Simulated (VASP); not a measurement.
A run of VASP 6.6.1:

INCAR

```
SYSTEM = ScInS3
PREC = Accurate
ENCUT = 520
EDIFF = 1E-6
ISMEAR = 0
SIGMA = 0.1
LREAL = .FALSE.
LASPH = .TRUE.
NELM = 80
ALGO = Normal
ISIF = 2
LWAVE = .FALSE.
LCHARG = .FALSE.
GGA = PE
NBANDS = 29
```

The input KPOINTS:

```
regular mesh
0
G
  6 6 4
  0 0 0
```

Contents of POSCAR:

```
ScInS3
1.0
    5.2906426253      0.0000000000      0.0000000000
   -2.6453213126      4.5818309158      0.0000000000
    0.0000000000      0.0000000000      5.9983893461
Sc In S
1 1 3
Direct
    0.0000000000      0.0000000000      0.0000000000
    0.0000000000      0.0000000000      0.5000000000
    0.5000000000      0.0000000000      0.0000000000
    0.0000000000      0.5000000000      0.0000000000
    0.5000000000      0.5000000000      0.0000000000
```

Potentials or basis: VASP PAW PBE potentials, release 64 (Sc_sv, In_d, S).

Run with:

```sh
$ cat potpaw_PBE.64/Sc_sv/POTCAR potpaw_PBE.64/In_d/POTCAR potpaw_PBE.64/S/POTCAR > POTCAR
$ mpirun -np 1 vasp_std > vasp.out
```

Hardware: 1 thread of Intel(R) Xeon(R) 6975P-C (Granite Rapids), with other jobs on the host.

Estimate the wall time of this run.

Wall time 48 s on 1 thread of Intel(R) Xeon(R) 6975P-C (Granite Rapids), with other jobs on the host, peak memory 0.31 GiB. Counts: scf iterations 16, k points 21.
